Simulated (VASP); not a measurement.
# HfN (F-43m) in VASP: further runs

HfN is run at these levels: PBEsol+U; tasks: density of states.

All numbers are computed with VASP 6.6.1; they aren't measurements. Logs are shortened: lines on timing, memory, paths and dates and some standing lists are left out, and cuts for length are marked.

## Step 1: The cell of the first run

Symmetry: F-43m, No. 216, cubic system. Conventional cell: a = 4.910 Å, b = 4.910 Å, c = 4.910 Å, α = 90.00°, β = 90.00°, γ = 90.00°. Within 2.8 Å of Hf (site symmetry -43m) lie 4 N at 2.13 Å. N (site symmetry -43m) has 4 Hf at 2.13 Å within 2.8 Å.

## Step 2: Density of states, PBEsol+U

File POSCAR:

```
HfN
1.0
    0.0000000000      2.4548220000      2.4548220000
    2.4548220000      0.0000000000      2.4548220000
    2.4548220000      2.4548220000      0.0000000000
Hf N
1 1
Direct
    0.0000000000      0.0000000000      0.0000000000
    0.2500000000      0.2500000000      0.2500000000
```

File INCAR.step1:

```
SYSTEM = HfN
PREC = Accurate
ENCUT = 520
EDIFF = 1E-6
ISMEAR = -1
SIGMA = 0.05
LREAL = .FALSE.
LASPH = .TRUE.
NELM = 150
ALGO = Normal
ISIF = 2
LWAVE = .FALSE.
LCHARG = .TRUE.
LMAXMIX = 4
LDAU = .TRUE.
LDAUTYPE = 2
LDAUL = 2 -1
LDAUU = 2 0
LDAUJ = 0 0
LDAUPRINT = 1
GGA = PS
NBANDS = 14
```

File KPOINTS.step1:

```
regular mesh
0
G
  9 9 9
  0 0 0
```

File INCAR.step2:

```
SYSTEM = HfN
PREC = Accurate
ENCUT = 520
EDIFF = 1E-6
ISMEAR = -5
SIGMA = 0.05
LREAL = .FALSE.
LASPH = .TRUE.
NELM = 150
ALGO = Normal
ISIF = 2
LWAVE = .FALSE.
LCHARG = .FALSE.
LMAXMIX = 4
LDAU = .TRUE.
LDAUTYPE = 2
LDAUL = 2 -1
LDAUU = 2 0
LDAUJ = 0 0
LDAUPRINT = 1
GGA = PS
LORBIT = 11
NBANDS = 14
NEDOS = 1001
ICHARG = 11
```

File KPOINTS.step2:

```
regular mesh
0
G
  14 14 14
  0 0 0
```

Potentials or basis: VASP PAW PBE potentials, release 64 (Hf_pv, N).

The run is started by

```console
> cat potpaw_PBE.64/Hf_pv/POTCAR potpaw_PBE.64/N/POTCAR > POTCAR
> cp INCAR.step1 INCAR
> cp KPOINTS.step1 KPOINTS
> mpirun -np 1 vasp_std > vasp.out
> cp INCAR.step2 INCAR
> cp KPOINTS.step2 KPOINTS
> mpirun -np 1 vasp_std > vasp.out
```

OUTCAR:

```text
SYSTEM = HfN
   PREC = Accurate
   ENCUT = 520
   EDIFF = 1E-6
   ISMEAR = -5
   LREAL = .FALSE.
   LASPH = .TRUE.
   NELM = 150
   ISIF = 2
   GGA = PS
   LORBIT = 11
   ICHARG = 11

 ion  position               nearest neighbor table
   1  0.000  0.000  0.000-   2 2.13   2 2.13   2 2.13   2 2.13
   2  0.250  0.250  0.250-   1 2.13   1 2.13   1 2.13   1 2.13

  LATTYP: Found a face centered cubic cell.
 ALAT       =     4.9096440000

  Lattice vectors:

 A1 = (   0.0000000000,   2.4548220000,   2.4548220000)
 A2 = (   2.4548220000,   0.0000000000,   2.4548220000)
 A3 = (   2.4548220000,   2.4548220000,   0.0000000000)

Analysis of symmetry for initial positions (statically):
=====================================================================
 Subroutine PRICEL returns:
 Original cell was already a primitive cell.

 Routine SETGRP: Setting up the symmetry group for a
 face centered cubic supercell.

 Subroutine GETGRP returns: Found 24 space group operations
 (whereof 24 operations were pure point group operations)
 out of a pool of 48 trial point group operations.

The static configuration has the point symmetry T_d .

Analysis of symmetry for dynamics (positions and initial velocities):
=====================================================================
 Subroutine PRICEL returns:
 Original cell was already a primitive cell.

 Routine SETGRP: Setting up the symmetry group for a
 face centered cubic supercell.

 Subroutine GETGRP returns: Found 24 space group operations
 (whereof 24 operations were pure point group operations)
 out of a pool of 48 trial point group operations.

The dynamic configuration has the point symmetry T_d .

 Subroutine INISYM returns: Found 24 space group operations
 (whereof 24 operations are pure point group operations),
 and found     1 'primitive' translations

----------------------------------------------------------------------------------------

                                     Primitive cell

  volume of cell :      29.5863

  direct lattice vectors                    reciprocal lattice vectors
     0.000000000  2.454822000  2.454822000    -0.203680756  0.203680756  0.203680756
     2.454822000  0.000000000  2.454822000     0.203680756 -0.203680756  0.203680756
     2.454822000  2.454822000  0.000000000     0.203680756  0.203680756 -0.203680756

  length of vectors
     3.471642566  3.471642566  3.471642566     0.352785417  0.352785417  0.352785417

  position of ions in fractional coordinates (direct lattice)
     0.000000000  0.000000000  0.000000000
     0.250000000  0.250000000  0.250000000

  ion indices of the primitive-cell ions
   primitive index   ion index
                 1           1
                 2           2

----------------------------------------------------------------------------------------

 KPOINTS: regular mesh

Automatic generation of k-mesh.
 Grid dimensions read from file:
 generate k-points for:   14   14   14

 Generating k-lattice:

  Cartesian coordinates                     Fractional coordinates (reciprocal lattice)
    -0.014548625  0.014548625  0.014548625     0.071428571  0.000000000  0.000000000
     0.014548625 -0.014548625  0.014548625     0.000000000  0.071428571  0.000000000
     0.014548625  0.014548625 -0.014548625     0.000000000  0.000000000  0.071428571

  Length of vectors
     0.025198958  0.025198958  0.025198958

  Shift w.r.t. Gamma in fractional coordinates (k-lattice)
     0.000000000  0.000000000  0.000000000

 TETIRR: Found    389 inequivalent tetrahedra from    16464

 Subroutine IBZKPT returns following result:
 ===========================================

 Found    104 irreducible k-points:

 Following reciprocal coordinates:
            Coordinates               Weight
  0.000000  0.000000  0.000000      1.000000
  0.071429  0.000000  0.000000      8.000000
  0.142857  0.000000  0.000000      8.000000
  0.214286  0.000000  0.000000      8.000000
  0.285714  0.000000  0.000000      8.000000
  0.357143  0.000000  0.000000      8.000000
[... 16 lines left out ...]
  0.214286  0.142857  0.000000     24.000000
  0.285714  0.142857  0.000000     24.000000
 [... further k-points ...]
   k-points           NKPTS =    104   k-points in BZ     NKDIM =    104   number of bands    NBANDS=     14
   number of dos      NEDOS =   1001   number of ions     NIONS =      2
   total plane-waves  NPLWV =  21952
   dimension x,y,z NGX =    28 NGY =   28 NGZ =   28
   dimension x,y,z NGXF=    56 NGYF=   56 NGZF=   56
   ions per type =               1   1
   NGX,Y,Z   is equivalent  to a cutoff of  13.41, 13.41, 13.41 a.u.
   NGXF,Y,Z  is equivalent  to a cutoff of  26.82, 26.82, 26.82 a.u.
 SYSTEM =  HfN
   PREC   = accura    normal or accurate (medium, high low for compatibility)
   ISTART =      0    job   : 0-new  1-cont  2-samecut
   ICHARG =     11    charge: 1-file 2-atom 10-const
   ISPIN  =      1    spin polarized calculation?
   LNONCOLLINEAR =      F non collinear calculations
   LSORBIT =      F    spin-orbit coupling
   LASPH  =      T    aspherical Exc in radial PAW
   ENCUT  =  520.0 eV  38.22 Ry    6.18 a.u.   6.45  6.45  6.45*2*pi/ulx,y,z
   NELM   =    150;   NELMIN=  2; NELMDL=  0     # of ELM steps
   EDIFF  = 0.1E-05   stopping-criterion for ELM
   LREAL  =      F    real-space projection
   EDIFFG = 0.1E-04   stopping-criterion for IOM
   NSW    =      0    number of steps for IOM
   IBRION =     -1    ionic relax: 0-MD 1-quasi-New 2-CG
   NFREE  =      0    steps in history (QN), initial steepest desc. (CG)
   ISIF   =      2    stress and relaxation
   ISYM   =      2    0-nonsym 1-usesym 2-fastsym
   POTIM  = 0.5000    time-step for ionic-motion
   TEBEG  =    0.0;   TEEND  =   0.0 temperature during run
   PSTRESS=    0.0 pullay stress
   NELECT =      15.0000    total number of electrons
   NUPDOWN=      -1.0000    fix difference up-down
   EMIN   =  10.00;   EMAX   =-10.00  energy-range for DOS
   EFERMI =   0.00;   METHOD = LEGACY
   ISMEAR =    -5;   SIGMA  =   0.05  broadening in eV -4-tet -1-fermi 0-gaus
   EFERMI_NEDOS =   21; number of points for ismear=-14 and -15
   IALGO  =     38    algorithm
   IMIX   =      4    mixing-type and parameters
     AMIX     =   0.40;   BMIX     =  1.00
     AMIX_MAG =   1.60;   BMIX_MAG =  1.00
  volume/ion in A,a.u.               =      14.79        99.83
  Fermi-wavevector in a.u.,A,eV,Ry     =   1.305395  2.466839 23.185087  1.704056
  Thomas-Fermi vector in A             =   2.436267
   LORBIT       =     11    0 simple, 1 ext, 2 COOP (PROOUT), +10 PAW based schemes
 LDA+U is selected, type is set to LDAUTYPE =  2
   angular momentum for each species LDAUL =     2   -1
   U (eV)           for each species LDAUU =   2.0  0.0
   J (eV)           for each species LDAUJ =   0.0  0.0
   GGA     = PS    functional components
   LHFCALC =     F    Hartree Fock is set to
   AEXX    =    0.0000 exact exchange contribution
   IVDW    =     0    specifies the selected vdW correction
   LEPSILON=     F    determine dielectric tensor
   LRPA    =     F    only Hartree local field effects (RPA)
 non-spin polarized calculation
 Fermi weights with tetrahedron method with Bloechl corrections
  energy-cutoff  :      520.00
  volume of cell :       29.59
 maximum number of plane-waves:       821
 NGX is ok and might be reduce to    28

atom =   1  type =  1  l = 2

 onsite density matrix

spin component  1

  0.2156 -0.0000  0.0000  0.0000 -0.0000
 -0.0000  0.2156  0.0000  0.0000  0.0000
  0.0000  0.0000  0.0841  0.0000  0.0000
  0.0000  0.0000  0.0000  0.2156  0.0000
 -0.0000  0.0000  0.0000  0.0000  0.0841

spin component  2

  0.2156 -0.0000  0.0000  0.0000 -0.0000
 -0.0000  0.2156  0.0000  0.0000  0.0000
  0.0000  0.0000  0.0841  0.0000  0.0000
  0.0000  0.0000  0.0000  0.2156  0.0000
 -0.0000  0.0000  0.0000  0.0000  0.0841

 occupancies and eigenvectors

  o =  0.0841  v =  0.0000 -0.0000 -1.0000 -0.0000  0.0000  0.0000  0.0000  0.0000  0.0000  0.0000      0.0000  0.0000  0.0000  0.0000  0.0000  0.0000  0.0000  0.0000  0.0000  0.0000
  o =  0.0841  v =  0.0000  0.0000  0.0000  0.0000  0.0000  0.0000 -0.0000 -1.0000 -0.0000  0.0000      0.0000  0.0000  0.0000  0.0000  0.0000  0.0000  0.0000  0.0000  0.0000  0.0000
  o =  0.0841  v =  0.0000 -0.0000 -0.0000 -0.0000 -1.0000  0.0000  0.0000  0.0000  0.0000  0.0000      0.0000  0.0000  0.0000  0.0000  0.0000  0.0000  0.0000  0.0000  0.0000  0.0000
  o =  0.0841  v =  0.0000  0.0000  0.0000  0.0000  0.0000  0.0000 -0.0000 -0.0000 -0.0000 -1.0000      0.0000  0.0000  0.0000  0.0000  0.0000  0.0000  0.0000  0.0000  0.0000  0.0000
  o =  0.2156  v =  1.0000  0.0000  0.0000  0.0000  0.0000  0.0000  0.0000  0.0000  0.0000  0.0000      0.0000  0.0000  0.0000  0.0000  0.0000  0.0000  0.0000  0.0000  0.0000  0.0000
  o =  0.2156  v =  0.0000  0.0000  0.0000  0.0000  0.0000  1.0000  0.0000  0.0000  0.0000  0.0000      0.0000  0.0000  0.0000  0.0000  0.0000  0.0000  0.0000  0.0000  0.0000  0.0000
  o =  0.2156  v =  0.0000  0.0000  0.0000  0.0000  0.0000  0.0000  0.9996  0.0000  0.0273 -0.0000      0.0000  0.0000  0.0000  0.0000  0.0000  0.0000  0.0000  0.0000  0.0000  0.0000
  o =  0.2156  v =  0.0000  0.9996  0.0000  0.0273 -0.0000  0.0000  0.0000  0.0000  0.0000  0.0000      0.0000  0.0000  0.0000  0.0000  0.0000  0.0000  0.0000  0.0000  0.0000  0.0000
  o =  0.2156  v =  0.0000  0.0273  0.0000 -0.9996  0.0000  0.0000  0.0000  0.0000  0.0000  0.0000      0.0000  0.0000  0.0000  0.0000  0.0000  0.0000  0.0000  0.0000  0.0000  0.0000
  o =  0.2156  v =  0.0000  0.0000  0.0000  0.0000  0.0000  0.0000  0.0273  0.0000 -0.9996  0.0000      0.0000  0.0000  0.0000  0.0000  0.0000  0.0000  0.0000  0.0000  0.0000  0.0000

 number of electron      15.0000001 magnetization

 Free energy of the ion-electron system (eV)
  ---------------------------------------------------
  ext. energy  EPLUGINS =         0.00000000
  ---------------------------------------------------
  free energy    TOTEN  =       -20.90261675 eV

  energy without entropy =      -20.90261675  energy(sigma->0) =      -20.90261675

 E-fermi :   5.8669     XC(G=0): -11.4072

 val. band max:        5.8627793271   @ k =  -0.2857   0.2857   0.0714
 cond. band min:       5.8316504540   @ k =   0.2857   0.2143   0.0000
 fundamental gap:     -0.0311288731
 Fermi energy:         5.8669409152

 k-point     1 :       0.0000    0.0000    0.0000
  band No.  band energies     occupation
      1     -25.6462      2.00000
      2     -25.6462      2.00000
      3     -25.6462      2.00000
      4     -10.3919      2.00000
      5       0.3999      2.00000
      6       0.3999      2.00000
      7       0.3999      2.00000
      8       4.9026      2.00000
      9       8.3865      0.00000
     10       8.3865      0.00000
     11      12.4229      0.00000
     12      12.4229      0.00000
     13      12.4229      0.00000
     14      17.6496      0.00000

 k-point     2 :       0.0714    0.0000    0.0000
  band No.  band energies     occupation
      1     -25.6702      2.00000
      2     -25.6492      2.00000
      3     -25.6492      2.00000
      4     -10.3288      2.00000
      5       0.2661      2.00000
      6       0.4366      2.00000
      7       0.4366      2.00000
      8       5.1951      2.05922
      9       8.2837      0.00000
     10       8.2837      0.00000
[... 362 lines left out ...]
 k-point    24 :       0.2857    0.1429    0.0000
  band No.  band energies     occupation
      1     -25.8845      2.00000
      2     -25.7060      2.00000
      3     -25.7034      2.00000
      4      -9.6598      2.00000
      5      -0.5543      2.00000
      6       0.8821      2.00000
      7       0.9566      2.00000
      8       6.4819     -0.03718
      9       7.7728      0.00000
     10       8.8113      0.00000
     11      11.6054      0.00000
     12      12.3611      0.00000
     13      13.0691      0.00000
     14      15.1197      0.00000

 [... further k-points ...]

------------------------ aborting loop because EDIFF is reached ----------------------------------------

  FORCE on cell =-STRESS in cart. coord.  units (eV):
  Direction    XX          YY          ZZ          XY          YZ          ZX
  --------------------------------------------------------------------------------------
  -------------------------------------------------------------------------------------
  Total       -0.0084313     -0.0084313     -0.0084313      0.0000000      0.0000000     -0.0000000
  in kB       -0.4565791     -0.4565791     -0.4565791      0.0000000      0.0000000     -0.0000000
  external PRESSURE =      -0.4565791 kB  Pullay stress =       0.0000000 kB

 VOLUME and BASIS-vectors are now :
 -----------------------------------------------------------------------------
  energy-cutoff  :      520.00
  volume of cell :       29.59
      direct lattice vectors                 reciprocal lattice vectors
     0.000000000  2.454822000  2.454822000    -0.203680756  0.203680756  0.203680756
     2.454822000  0.000000000  2.454822000     0.203680756 -0.203680756  0.203680756
     2.454822000  2.454822000  0.000000000     0.203680756  0.203680756 -0.203680756

 POSITION                                       TOTAL-FORCE (eV/Angst)
 -----------------------------------------------------------------------------------
      0.00000      0.00000      0.00000         0.000000     -0.000000     -0.000000
      1.22741      1.22741      1.22741        -0.000000      0.000000      0.000000
 -----------------------------------------------------------------------------------
    total drift:                               -0.000000     -0.000000     -0.000000

  FREE ENERGIE OF THE ION-ELECTRON SYSTEM (eV)
  ---------------------------------------------------
  free  energy   TOTEN  =       -20.9026167475 eV

  energy  without entropy=      -20.9026167475  energy(sigma->0) =      -20.90261675

 total charge

# of ion       s       p       d       tot
------------------------------------------
    1        0.332   6.604   1.591   8.527
    2        1.248   2.505   0.000   3.753
--------------------------------------------------
tot          1.580   9.109   1.591  12.280
```

Run time: 70 s. Hardware: 1 thread of Intel Xeon 8259CL, shared host; peak memory 0.18 GiB.

Results:

```yaml
Valence_electrons_inside_the_program's_atomic_spheres: Hf 8.53; N 3.75
```

Eigenvalues of the final occupation matrices:
```csv
site,spin,trace,eigenvalues
site 1 d,1,0.81,0.08 0.08 0.22 0.22 0.22
site 1 d,2,0.81,0.08 0.08 0.22 0.22 0.22
```

Caveat: the PAW data sets were made with another functional, which shifts forces and pressure a little; spin-orbit coupling is left out, which moves the levels of the heavy elements; U without spin polarisation on a metal has little footing; tetrahedron occupations give inexact forces and stress in metals.

[end of part 1 of 2]
